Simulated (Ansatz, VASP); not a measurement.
**Zn: VASP beside Ansatz**

```xyz
1
Lattice="0.0000 2.0127 2.0127 2.0127 0.0000 2.0127 2.0127 2.0127 0.0000" Properties=species:S:1:pos:R:3 pbc="T T T"
Zn    0.0000    0.0000    0.0000
```

Alike in both runs: task single point; functional r2SCAN; k mesh 18 × 18 × 18; occupations gaussian, width 0.1 eV; no spin polarisation.

|  | VASP | Ansatz |
| --- | --- | --- |
| version | VASP 6.6.1 | Ansatz 0.2.0 |
| potentials or method | VASP PAW PBE potentials, release 64 (Zn), cutoff 520 eV | scalar-relativistic, plane waves, PAW |
| valence electrons in the cell | 12 | 12 |

Ansatz gave:

- gap on the k mesh at the Fermi level (eV): none
- pressure (GPa): -8.1

Question: Which values does VASP return?

Answer: gap on the k mesh at the Fermi level (eV): none; pressure (GPa): -7.8.

VASP's potentials were made for PBE, not for r2SCAN. A gap of «none» marks a metal or a gap that the smearing closes.
